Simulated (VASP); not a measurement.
# SnSe: single point with r2SCAN

Crystal: SnSe.

```
Sn Se
1.0
    -4.28533    0.00000    0.00000
     0.00000   -4.28533    0.00000
     0.00000    0.00000   10.69069
Sn Se
2 2
Direct
  0.50000 0.00000 0.38267
  0.00000 0.50000 0.64539
  0.50000 0.00000 0.63333
  0.00000 0.50000 0.39474
```

This cell differs from its parent crystal: the distance across one plane changed.

| Quantity | Value |
| --- | --- |
| Program | VASP 6.6.1 |
| Task | single point |
| Functional | r2SCAN |
| Potentials or basis | VASP PAW PBE potentials, release 64 (Sn_d, Se) |
| Cutoff | 520 eV |
| k mesh | 6 × 6 × 3 |
| Occupations | gaussian, width 0.05 eV |
| Spin | no spin polarisation |

The pressure is 0.0 GPa. The largest force is 0.017 eV/Å and the band gap on the k mesh is 1.77 eV.

Forces in eV/Å, atoms in the order of the input:
```
Sn   0.000  0.000 -0.017
Sn   0.000  0.000  0.017
Se   0.000  0.000  0.000
Se   0.000  0.000  0.000
```

Levels at points of the mesh, in eV from the valence-band top:
| k point | band 16 | band 17 | band 18 | band 19 | band 20 | band 21 | band 22 | band 23 | band 24 | band 25 |
| --- | --- | --- | --- | --- | --- | --- | --- | --- | --- | --- |
| (0.00, 0.00, 0.00) | -3.17 | -3.17 | -1.81 | -1.81 | -0.30 | 1.93 | 4.17 | 4.23 | 4.77 | 4.77 |
| (0.50, 0.00, 0.00) | -2.40 | -1.63 | -1.63 | -0.14 | -0.14 | 1.84 | 1.84 | 2.32 | 2.32 | 3.52 |
| (0.50, 0.50, 0.00) | -4.92 | -3.32 | -3.32 | -1.77 | -1.77 | 4.02 | 4.02 | 5.17 | 5.17 | 5.36 |

Wall time 5.2 min on 1 thread of Intel(R) Xeon(R) Platinum 8259CL CPU @ 2.50GHz (Skylake/Cascade Lake) (shared host), peak memory 0.35 GiB.

Caveat: the cell differs from its parent crystal (the distance across one plane changed); the PAW data sets were made with another functional, which shifts forces and pressure a little; spin-orbit coupling is left out, which moves the levels of the heavy elements. A k mesh can miss the band edges.
